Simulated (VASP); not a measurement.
Be7S:

```
Be S
1.0
     4.58771    0.00000    0.00000
     0.00000    4.58771    0.00000
     0.00000    0.00000    4.58771
Be S
7 1
Direct
  0.25262 0.25262 0.25262
  0.00000 0.50000 0.50000
  0.50000 0.50000 0.00000
  0.50000 0.00000 0.50000
  0.74738 0.25262 0.74738
  0.74738 0.74738 0.25262
  0.25262 0.74738 0.74738
  0.00000 0.00000 0.00000
```

The cell was generated, and may not be a known phase.

```yaml
Program: VASP 6.6.1
Task: relaxation of cell and atoms
Functional: PBE
Potentials_or_basis: VASP PAW PBE potentials, release 64 (Be, S)
Cutoff: 600 eV
k_mesh: 4 × 4 × 4
Occupations: gaussian, width 0.2 eV
Spin: no spin polarisation
```

At the start: pressure 13.9 GPa; volume 12.07 Å³/atom.

Task: How do energy, volume and symmetry change on relaxing?

Result: Over 6 steps the energy falls by 202.4 meV/atom and the volume is 15.55 Å³/atom (+28.9 %); space group P-43m (No. 215, to 0.1 Å) before and after.

The path:
```
step  energy change (eV)  largest force (eV/Å)  pressure (GPa)  volume (Å³)
   1              0.0000                1.3028           13.92        96.56
   2             -1.0970                1.2549            3.08       111.97
   3             -1.3442                1.0710           -3.30       128.25
   4             -1.3511                1.1093           -2.43       125.38
   5             -1.5956                0.3789           -1.14       124.68
   6             -1.6192                0.0147           -0.46       124.42
```

Final structure:
```cif
data_structure
_symmetry_space_group_name_H-M 'P 1'
_symmetry_Int_Tables_number 1
_cell_length_a 4.9922
_cell_length_b 4.9922
_cell_length_c 4.9922
_cell_angle_alpha 90.000
_cell_angle_beta 90.000
_cell_angle_gamma 90.000
_cell_volume 124.42
loop_
_atom_site_label
_atom_site_type_symbol
_atom_site_fract_x
_atom_site_fract_y
_atom_site_fract_z
_atom_site_occupancy
Be1 Be 0.22643 0.22643 0.22643 1
Be2 Be 0.00000 0.50000 0.50000 1
Be3 Be 0.50000 0.50000 0.00000 1
Be4 Be 0.50000 0.00000 0.50000 1
Be5 Be 0.77357 0.22643 0.77357 1
Be6 Be 0.77357 0.77357 0.22643 1
Be7 Be 0.22643 0.77357 0.77357 1
S1 S 0.00000 0.00000 0.00000 1
```

Caveat: the volume moved by over 15 % at a fixed basis, so the end points are rough.
